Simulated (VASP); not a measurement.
BeTe: single point with HSE06

The system is BeTe.

```
CELL_PARAMETERS angstrom
3.36506 0.00000 0.00000
0.00000 3.36506 0.00000
0.00000 0.00000 3.36506
ATOMIC_POSITIONS crystal
Be 0.00000 0.00000 0.00000
Te 0.50000 0.50000 0.50000
```

- Program: VASP 6.6.1
- Task: single point
- Functional: HSE06
- Potentials or basis: VASP PAW PBE potentials, release 64 (Be, Te)
- Cutoff: 520 eV
- k mesh: 4 × 4 × 4
- Occupations: fermi-dirac, width 0.02 eV
- Spin: no spin polarisation
- Dipole correction: no
- Grid for exact exchange (PRECFOCK): Normal
- Further INCAR settings: ALGO = Normal; EDIFF = 1e-06; NBANDS = 11
- Share of exact exchange: 0.25
- Screening parameter: 0.2079 1/Å

```json
{
 "Pressure": "-3.1 GPa",
 "Band gap on the k mesh": "zero (bands 4 and 5 overlap by 2.42 eV)"
}
```

Levels at points of the mesh, in eV from the Fermi level:
| k point | band 1 | band 2 | band 3 | band 4 | band 5 | band 6 | band 7 | band 8 |
| --- | --- | --- | --- | --- | --- | --- | --- | --- |
| (0.00, 0.00, 0.00) | -15.77 | -1.72 | -1.72 | -1.72 | 0.65 | 4.30 | 4.30 | 9.00 |
| (0.50, 0.00, 0.00) | -13.98 | -8.87 | 0.69 | 0.69 | 3.14 | 4.06 | 4.06 | 5.15 |
| (0.50, 0.50, 0.00) | -12.17 | -6.86 | -6.86 | -2.88 | 2.15 | 5.69 | 6.74 | 6.74 |
| (0.50, 0.50, 0.50) | -10.53 | -4.49 | -4.49 | -4.49 | -0.80 | -0.80 | -0.80 | 0.84 |

Wall time 2.1 min on 1 thread of Intel Xeon 6455B (shared host), peak memory 0.27 GiB.

Caveat: the k points lie up to 0.47 Å⁻¹ apart, too coarse for converged energies and pressures of a metal; the PAW data sets were made with another functional, which shifts forces and pressure a little; spin-orbit coupling is left out, which moves the levels of the heavy elements.
